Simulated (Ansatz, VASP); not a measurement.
## Mg2Sn: VASP beside Ansatz

POSCAR

```
Mg2Sn
1.0
    0.0000000000      3.3929442200      3.3929442200
    3.3929442200      0.0000000000      3.3929442200
    3.3929442200      3.3929442200      0.0000000000
Sn Mg
1 2
Direct
    0.0000000000      0.0000000000      0.0000000000
    0.2500000000      0.2500000000      0.2500000000
    0.7500000000      0.7500000000      0.7500000000
```

The input INCAR.step1:

```
SYSTEM = Mg2Sn
PREC = Accurate
ENCUT = 660
ISMEAR = -1
SIGMA = 0.1
LREAL = .FALSE.
LASPH = .TRUE.
NELM = 120
NBANDS = 16
GGA = PE
ALGO = Normal
EDIFF = 1E-5
LWAVE = .TRUE.
LCHARG = .FALSE.
GGA_COMPAT = .FALSE.
```

The input INCAR.step2:

```
SYSTEM = Mg2Sn
PREC = Accurate
ENCUT = 660
EDIFF = 1E-6
ISMEAR = -1
SIGMA = 0.1
LREAL = .FALSE.
LASPH = .TRUE.
NELM = 120
ALGO = Normal
ISIF = 2
LWAVE = .FALSE.
LCHARG = .FALSE.
METAGGA = R2SCAN
LMIXTAU = .TRUE.
NBANDS = 16
ISTART = 1
GGA_COMPAT = .FALSE.
```

KPOINTS

```
regular mesh
0
G
  9 9 9
  0 0 0
```

Input for Ansatz:

```yaml
crystal:
  lattice:
    - [0.0, 3.39294422, 3.39294422]
    - [3.39294422, 0.0, 3.39294422]
    - [3.39294422, 3.39294422, 0.0]
  atoms:
    - { symbol: Sn, position: [0.0, 0.0, 0.0] }
    - { symbol: Mg, position: [0.25, 0.25, 0.25] }
    - { symbol: Mg, position: [0.75, 0.75, 0.75] }
  symmetry: { tolerance: 0.0003 }
kpoints:
  mp_grid: { grid: [9, 9, 9], shift: [0, 0, 0] }
  band_path:
    path:
      - [0.0, 0.0, 0.0]
      - [0.5, 0.0, 0.5]
      - [0.625, 0.25, 0.625]
      - [0.375, 0.375, 0.75]
      - [0.0, 0.0, 0.0]
      - [0.5, 0.5, 0.5]
      - [0.5, 0.25, 0.75]
      - [0.5, 0.0, 0.5]
    npoints: 20
magnetization:
  spin_polarized: false
scf:
  occupations: { method: fermi_dirac }
  lower_state_search: "off"
  max_iter: 200
hamiltonian:
  pseudopotentials: { kind: paw }
  xc: r2scan
basis:
  ecutwfc: 500
  fft_grid_basis: typed
output:
  forces: true
  stress: true
  eigenvalues: true
  bader: true
  populations: true
  elf: true
  write_potential: true
  volumetric_format: npy
  dos:
    e_range: [-12, 8]
    de: 0.05
    projected: { site_lists: { Mg: [Mg], Sn: [Sn] } }
checkpoint:
  read: saved_state
```

Alike in both runs: task single point; functional r2SCAN; k mesh 9 × 9 × 9; no spin polarisation.

|  | VASP | Ansatz |
| --- | --- | --- |
| version | VASP 6.6.1 | Ansatz 0.2.0 |
| potentials or method | VASP PAW PBE potentials, release 64 (Sn_d, Mg), cutoff 660 eV | PAW plane waves |
| occupations | fermi-dirac, width 0.1 eV | fermi-dirac |
| valence electrons in the cell | 18 | 34 |

|  | VASP | Ansatz | Ansatz less VASP |
| --- | --- | --- | --- |
| pressure (GPa) | -0.7 | -0.5 | +0.21 |

VASP's potentials were made for PBE, not for r2SCAN. VASP's potentials hold 18 valence electrons a cell and Ansatz's 34, so a difference there can come from the potentials and not from the codes.
